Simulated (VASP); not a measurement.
# ZnS (Pm-3n) in VASP: further runs

The runs below take ZnS through single point, relaxation of cell and atoms, with PBE.

Everything below comes from runs of VASP 6.6.1. Logs are shortened: lines on timing, memory, paths and dates and some standing lists are left out, and cuts for length are marked.

### Step 1. The cell of the first run

It takes space group Pm-3n (No. 223, cubic). Conventional cell: a = 6.700 Å, b = 6.700 Å, c = 6.700 Å, α = 90.00°, β = 90.00°, γ = 90.00°. Within 3.1 Å of Zn (site symmetry -4m2) lie 4 S at 2.37 Å. Within 3.1 Å of S (site symmetry -4m2) lie 4 Zn at 2.37 Å.

### Step 2. Single point, PBE

INCAR reads:

```
PREC = Accurate ; ENCUT = 520
EDIFF = 1E-7 ; ISMEAR = 0
SIGMA = 0.02 ; LREAL = F
LASPH = T ; NELM = 100
ALGO = Normal ; ISIF = 2
LWAVE = F ; LCHARG = F
GGA = PE ; NBANDS = 66
```

KPOINTS reads:

```
regular mesh
0
Gamma
  4 4 4
```

POSCAR reads:

```
ZnS
1.0
    6.7002356841      0.0000000000      0.0000000000
    0.0000000000      6.7002356841      0.0000000000
    0.0000000000      0.0000000000      6.7002356841
Zn S
6 6
Direct
    0.5000000000      0.0000000000      0.7500000000
    0.7500000000      0.5000000000      0.0000000000
    0.0000000000      0.7500000000      0.5000000000
    0.5000000000      0.0000000000      0.2500000000
    0.2500000000      0.5000000000      0.0000000000
    0.0000000000      0.2500000000      0.5000000000
    0.0000000000      0.5000000000      0.7500000000
    0.7500000000      0.0000000000      0.5000000000
    0.5000000000      0.7500000000      0.0000000000
    0.0000000000      0.5000000000      0.2500000000
    0.2500000000      0.0000000000      0.5000000000
    0.5000000000      0.2500000000      0.0000000000
```

Potentials or basis: VASP PAW PBE potentials, release 64 (Zn, S).

Launch:

```sh
> cat potpaw_PBE.64/Zn/POTCAR potpaw_PBE.64/S/POTCAR > POTCAR
> mpirun -np 1 vasp_std > vasp.out
```

OUTCAR:

```text
PREC = Accurate
   ENCUT = 520
   EDIFF = 1E-7
   ISMEAR = 0
   LREAL = F
   LASPH = T
   NELM = 100
   ISIF = 2
   GGA = PE

 ion  position               nearest neighbor table
   1  0.500  0.000  0.750-   8 2.37   9 2.37  11 2.37  12 2.37
   2  0.750  0.500  0.000-   7 2.37   9 2.37  10 2.37  12 2.37
   3  0.000  0.750  0.500-   7 2.37   8 2.37  10 2.37  11 2.37
   4  0.500  0.000  0.250-   8 2.37   9 2.37  11 2.37  12 2.37
   5  0.250  0.500  0.000-   7 2.37   9 2.37  10 2.37  12 2.37
   6  0.000  0.250  0.500-   7 2.37   8 2.37  10 2.37  11 2.37
   7  0.000  0.500  0.750-   2 2.37   3 2.37   5 2.37   6 2.37
   8  0.750  0.000  0.500-   1 2.37   3 2.37   4 2.37   6 2.37
   9  0.500  0.750  0.000-   1 2.37   2 2.37   4 2.37   5 2.37
  10  0.000  0.500  0.250-   2 2.37   3 2.37   5 2.37   6 2.37
  11  0.250  0.000  0.500-   1 2.37   3 2.37   4 2.37   6 2.37
  12  0.500  0.250  0.000-   1 2.37   2 2.37   4 2.37   5 2.37

  LATTYP: Found a simple cubic cell.
 ALAT       =     6.7002356841

  Lattice vectors:

 A1 = (   6.7002356841,   0.0000000000,   0.0000000000)
 A2 = (   0.0000000000,   6.7002356841,   0.0000000000)
 A3 = (   0.0000000000,   0.0000000000,   6.7002356841)

Analysis of symmetry for initial positions (statically):
=====================================================================
 Subroutine PRICEL returns:
 Original cell was already a primitive cell.

 Routine SETGRP: Setting up the symmetry group for a
 simple cubic supercell.

 Subroutine GETGRP returns: Found 48 space group operations
 (whereof 24 operations were pure point group operations)
 out of a pool of 48 trial point group operations.

The static configuration has the point symmetry T_h .
 The point group associated with its full space group is O_h .

Analysis of symmetry for dynamics (positions and initial velocities):
=====================================================================
 Subroutine PRICEL returns:
 Original cell was already a primitive cell.

 Routine SETGRP: Setting up the symmetry group for a
 simple cubic supercell.

 Subroutine GETGRP returns: Found 48 space group operations
 (whereof 24 operations were pure point group operations)
 out of a pool of 48 trial point group operations.

The dynamic configuration has the point symmetry T_h .
 The point group associated with its full space group is O_h .

 Subroutine INISYM returns: Found 48 space group operations
 (whereof 24 operations are pure point group operations),
 and found     1 'primitive' translations

----------------------------------------------------------------------------------------

                                     Primitive cell

  volume of cell :     300.7947

  direct lattice vectors                    reciprocal lattice vectors
     6.700235684  0.000000000  0.000000000     0.149248481  0.000000000  0.000000000
     0.000000000  6.700235684  0.000000000     0.000000000  0.149248481  0.000000000
     0.000000000  0.000000000  6.700235684     0.000000000  0.000000000  0.149248481

  length of vectors
     6.700235684  6.700235684  6.700235684     0.149248481  0.149248481  0.149248481

  position of ions in fractional coordinates (direct lattice)
     0.500000000  0.000000000  0.750000000
     0.750000000  0.500000000  0.000000000
     0.000000000  0.750000000  0.500000000
     0.500000000  0.000000000  0.250000000
     0.250000000  0.500000000  0.000000000
     0.000000000  0.250000000  0.500000000
     0.000000000  0.500000000  0.750000000
     0.750000000  0.000000000  0.500000000
     0.500000000  0.750000000  0.000000000
     0.000000000  0.500000000  0.250000000
     0.250000000  0.000000000  0.500000000
     0.500000000  0.250000000  0.000000000

  ion indices of the primitive-cell ions
   primitive index   ion index
                 1           1
                 2           2
                 3           3
                 4           4
                 5           5
                 6           6
                 7           7
                 8           8
                 9           9
                10          10
                11          11
                12          12

----------------------------------------------------------------------------------------

 KPOINTS: regular mesh

Automatic generation of k-mesh.
 Grid dimensions read from file:
 generate k-points for:    4    4    4

 Generating k-lattice:

  Cartesian coordinates                     Fractional coordinates (reciprocal lattice)
     0.037312120  0.000000000  0.000000000     0.250000000  0.000000000  0.000000000
     0.000000000  0.037312120  0.000000000     0.000000000  0.250000000  0.000000000
     0.000000000  0.000000000  0.037312120     0.000000000  0.000000000  0.250000000

  Length of vectors
     0.037312120  0.037312120  0.037312120

  Shift w.r.t. Gamma in fractional coordinates (k-lattice)
     0.000000000  0.000000000  0.000000000

 Subroutine IBZKPT returns following result:
 ===========================================

 Found     10 irreducible k-points:

 Following reciprocal coordinates:
            Coordinates               Weight
  0.000000  0.000000  0.000000      1.000000
  0.250000  0.000000  0.000000      6.000000
  0.500000  0.000000  0.000000      3.000000
  0.250000  0.250000  0.000000     12.000000
  0.500000  0.250000  0.000000     12.000000
  0.500000  0.500000  0.000000      3.000000
  0.250000  0.250000  0.250000      8.000000
  0.500000  0.250000  0.250000     12.000000
  0.500000  0.500000  0.250000      6.000000
  0.500000  0.500000  0.500000      1.000000
   k-points           NKPTS =     10   k-points in BZ     NKDIM =     10   number of bands    NBANDS=     66
   number of dos      NEDOS =    301   number of ions     NIONS =     12
   total plane-waves  NPLWV = 125000
   dimension x,y,z NGX =    50 NGY =   50 NGZ =   50
   dimension x,y,z NGXF=   100 NGYF=  100 NGZF=  100
   ions per type =               6   6
   NGX,Y,Z   is equivalent  to a cutoff of  12.41, 12.41, 12.41 a.u.
   NGXF,Y,Z  is equivalent  to a cutoff of  24.81, 24.81, 24.81 a.u.
 SYSTEM =  unknown system
   PREC   = accura    normal or accurate (medium, high low for compatibility)
   ISTART =      0    job   : 0-new  1-cont  2-samecut
   ICHARG =      2    charge: 1-file 2-atom 10-const
   ISPIN  =      1    spin polarized calculation?
   LNONCOLLINEAR =      F non collinear calculations
   LSORBIT =      F    spin-orbit coupling
   LASPH  =      T    aspherical Exc in radial PAW
   ENCUT  =  520.0 eV  38.22 Ry    6.18 a.u.  12.46 12.46 12.46*2*pi/ulx,y,z
   NELM   =    100;   NELMIN=  2; NELMDL= -5     # of ELM steps
   EDIFF  = 0.1E-06   stopping-criterion for ELM
   LREAL  =      F    real-space projection
   EDIFFG = 0.1E-05   stopping-criterion for IOM
   NSW    =      0    number of steps for IOM
   IBRION =     -1    ionic relax: 0-MD 1-quasi-New 2-CG
   NFREE  =      0    steps in history (QN), initial steepest desc. (CG)
   ISIF   =      2    stress and relaxation
   ISYM   =      2    0-nonsym 1-usesym 2-fastsym
   POTIM  = 0.5000    time-step for ionic-motion
   TEBEG  =    0.0;   TEEND  =   0.0 temperature during run
   PSTRESS=    0.0 pullay stress
   NELECT =     108.0000    total number of electrons
   NUPDOWN=      -1.0000    fix difference up-down
   EMIN   =  10.00;   EMAX   =-10.00  energy-range for DOS
   EFERMI =   0.00;   METHOD = LEGACY
   ISMEAR =     0;   SIGMA  =   0.02  broadening in eV -4-tet -1-fermi 0-gaus
   EFERMI_NEDOS =   21; number of points for ismear=-14 and -15
   IALGO  =     38    algorithm
   IMIX   =      4    mixing-type and parameters
     AMIX     =   0.40;   BMIX     =  1.00
     AMIX_MAG =   1.60;   BMIX_MAG =  1.00
  volume/ion in A,a.u.               =      25.07       169.16
  Fermi-wavevector in a.u.,A,eV,Ry     =   1.163570  2.198829 18.420875  1.353896
  Thomas-Fermi vector in A             =   2.300119
   LORBIT       =      0    0 simple, 1 ext, 2 COOP (PROOUT), +10 PAW based schemes
   GGA     = PE    functional components
   LHFCALC =     F    Hartree Fock is set to
   AEXX    =    0.0000 exact exchange contribution
   IVDW    =     0    specifies the selected vdW correction
   LEPSILON=     F    determine dielectric tensor
   LRPA    =     F    only Hartree local field effects (RPA)
 non-spin polarized calculation
 Gauss-broadening in eV      SIGMA  =   0.02
  energy-cutoff  :      520.00
  volume of cell :      300.79
 maximum number of plane-waves:      8217
 NGX is ok and might be reduce to    50
   NGX = 25   NGY = 25   NGZ = 25

 number of electron     108.0000202 magnetization

 Free energy of the ion-electron system (eV)
  ---------------------------------------------------
  ext. energy  EPLUGINS =         0.00000000
  ---------------------------------------------------
  free energy    TOTEN  =       -39.85273070 eV

  energy without entropy =      -39.85273070  energy(sigma->0) =      -39.85273070

 E-fermi :   0.7460     XC(G=0):  -8.1631

 val. band max:        0.5983956867   @ k =   0.0000   0.0000   0.0000
 cond. band min:       2.5853161423   @ k =   0.0000   0.0000   0.0000
 fundamental gap:      1.9869204556
 Fermi energy:         0.7460291914

 k-point     1 :       0.0000    0.0000    0.0000
  band No.  band energies     occupation
      1     -12.3581      2.00000
      2     -11.7490      2.00000
      3     -11.7490      2.00000
      4     -11.1059      2.00000
      5     -11.1059      2.00000
      6     -11.1059      2.00000
[... 58 lines left out ...]
     65       6.9490      0.00000
     66       7.4429      0.00000

 k-point     2 :       0.2500    0.0000    0.0000
  band No.  band energies     occupation
      1     -12.2739      2.00000
      2     -11.8423      2.00000
      3     -11.6716      2.00000
      4     -11.2227      2.00000
      5     -11.1056      2.00000
      6     -11.1056      2.00000
[... 610 lines left out ...]
     65       5.9229      0.00000
     66       5.9229      0.00000

------------------------ aborting loop because EDIFF is reached ----------------------------------------

  FORCE on cell =-STRESS in cart. coord.  units (eV):
  Direction    XX          YY          ZZ          XY          YZ          ZX
  --------------------------------------------------------------------------------------
  -------------------------------------------------------------------------------------
  Total        0.2414684      0.2414684      0.2414684     -0.0000000      0.0000000      0.0000000
  in kB        1.2861768      1.2861768      1.2861768     -0.0000000      0.0000000      0.0000000
  external PRESSURE =       1.2861768 kB  Pullay stress =       0.0000000 kB

 VOLUME and BASIS-vectors are now :
 -----------------------------------------------------------------------------
  energy-cutoff  :      520.00
  volume of cell :      300.79
      direct lattice vectors                 reciprocal lattice vectors
     6.700235684  0.000000000  0.000000000     0.149248481  0.000000000  0.000000000
     0.000000000  6.700235684  0.000000000     0.000000000  0.149248481  0.000000000
     0.000000000  0.000000000  6.700235684     0.000000000  0.000000000  0.149248481

 POSITION                                       TOTAL-FORCE (eV/Angst)
 -----------------------------------------------------------------------------------
      3.35012      0.00000      5.02518         0.000000      0.000000     -0.000000
      5.02518      3.35012      0.00000         0.000000      0.000000     -0.000000
      0.00000      5.02518      3.35012         0.000000     -0.000000     -0.000000
      3.35012      0.00000      1.67506        -0.000000     -0.000000     -0.000000
      1.67506      3.35012      0.00000        -0.000000     -0.000000      0.000000
      0.00000      1.67506      3.35012        -0.000000      0.000000      0.000000
      0.00000      3.35012      5.02518        -0.000000     -0.000000      0.000000
      5.02518      0.00000      3.35012        -0.000000     -0.000000      0.000000
      3.35012      5.02518      0.00000        -0.000000     -0.000000     -0.000000
      0.00000      3.35012      1.67506        -0.000000      0.000000     -0.000000
      1.67506      0.00000      3.35012         0.000000      0.000000     -0.000000
      3.35012      1.67506      0.00000         0.000000     -0.000000      0.000000
 -----------------------------------------------------------------------------------
    total drift:                                0.000000      0.000000     -0.000000

  FREE ENERGIE OF THE ION-ELECTRON SYSTEM (eV)
  ---------------------------------------------------
  free  energy   TOTEN  =       -39.8527307005 eV

  energy  without entropy=      -39.8527307005  energy(sigma->0) =      -39.85273070
```

Wall time 3.6 min (1 thread of Intel Xeon Platinum 8259CL at 2.50GHz (Skylake/Cascade Lake), shared host); peak memory 0.42 GiB.

Results:

* Free energy: -39.8527 eV
* Pressure: 0.1 GPa
* Band gap on the k mesh: 1.99 eV, direct

Expect the measured gap to be larger: semilocal functionals such as PBE lack the derivative discontinuity.

### Step 3. Relaxation of cell and atoms, PBE

This run uses another cell than the first one, of 24.95 Å³/atom, 0.995 times its volume.

INCAR reads:

```
PREC = Accurate
ENCUT = 600
EDIFF = 1E-6
ISMEAR = 0
SIGMA = 0.02
LREAL = F
LASPH = T
NELM = 100
ALGO = Normal
ISIF = 3
LWAVE = F
LCHARG = F
GGA = PE
IBRION = 2
NSW = 100
EDIFFG = -0.01
```

KPOINTS reads:

```
Automatic mesh
0
Gamma
  4 4 4
```

Changes to POSCAR since step 2:

```diff
@@ -2,5 +2,5 @@
 1.0
-    6.7002356841      0.0000000000      0.0000000000
-    0.0000000000      6.7002356841      0.0000000000
-    0.0000000000      0.0000000000      6.7002356841
+    6.6894176902      0.0000000000      0.0000000000
+    0.0000000000      6.6894176902      0.0000000000
+    0.0000000000      0.0000000000      6.6894176902
 Zn S
```

Potentials or basis: VASP PAW PBE potentials, release 64 (Zn, S).

Launch:

```sh
> cat potpaw_PBE.64/Zn/POTCAR potpaw_PBE.64/S/POTCAR > POTCAR
> mpirun -np 1 vasp_std > vasp.out
```

It took 9.8 min on 1 thread of Intel Xeon Platinum 8259CL at 2.50GHz (Skylake/Cascade Lake), shared host; peak memory 0.51 GiB.

Results (log left out):

```yaml
Free_energy: -39.8524 eV
Relaxed_volume: 25.12 Å³/atom
Relaxed_cell: a = 6.705 Å, b = 6.705 Å, c = 6.705 Å, α = 90.00°, β = 90.00°, γ = 90.00°
Space_group_after_relaxing_to_0.05_Å: Pm-3n (No. 223)
Energy_gained_by_relaxing: 0.2 meV/atom
Ionic_steps: 3
Pressure_after_relaxing: 0.0 GPa
Band_gap_on_the_k_mesh: 1.98 eV, direct
```

Step by step:
```tsv
step	energy change (eV)	largest force (eV/Å)	pressure (GPa)	volume (Å³)
1	0.0000	0.0000	0.40	299.34
2	-0.0025	0.0000	-0.10	302.07
3	-0.0027	0.0000	0.00	301.49
```

Final structure:
```xyz
12
Lattice="6.7054 0.0000 0.0000 0.0000 6.7054 0.0000 0.0000 0.0000 6.7054" Properties=species:S:1:pos:R:3 pbc="T T T"
Zn    3.3527    0.0000    5.0290
Zn    5.0290    3.3527    0.0000
Zn    0.0000    5.0290    3.3527
Zn    3.3527    0.0000    1.6763
Zn    1.6763    3.3527    0.0000
Zn    0.0000    1.6763    3.3527
S     0.0000    3.3527    5.0290
S     5.0290    0.0000    3.3527
S     3.3527    5.0290    0.0000
S     0.0000    3.3527    1.6763
S     1.6763    0.0000    3.3527
S     3.3527    1.6763    0.0000
```

Levels at points of the mesh, in eV from the valence-band top:
| k point | band 51 | band 52 | band 53 | band 54 | band 55 | band 56 | band 57 | band 58 |
| --- | --- | --- | --- | --- | --- | --- | --- | --- |
| (0.00, 0.00, 0.00) | -1.43 | 0.00 | 0.00 | 0.00 | 1.98 | 3.15 | 3.15 | 3.15 |
| (0.50, 0.00, 0.00) | -0.85 | -0.85 | -0.16 | -0.16 | 3.07 | 3.07 | 3.72 | 3.72 |
| (0.50, 0.50, 0.00) | -0.99 | -0.99 | -0.92 | -0.21 | 3.72 | 3.72 | 3.89 | 3.92 |
| (0.50, 0.50, 0.50) | -1.29 | -1.29 | -1.29 | -1.29 | 4.76 | 4.76 | 4.76 | 4.76 |

As with any semilocal functional, this PBE gap is likely too small.
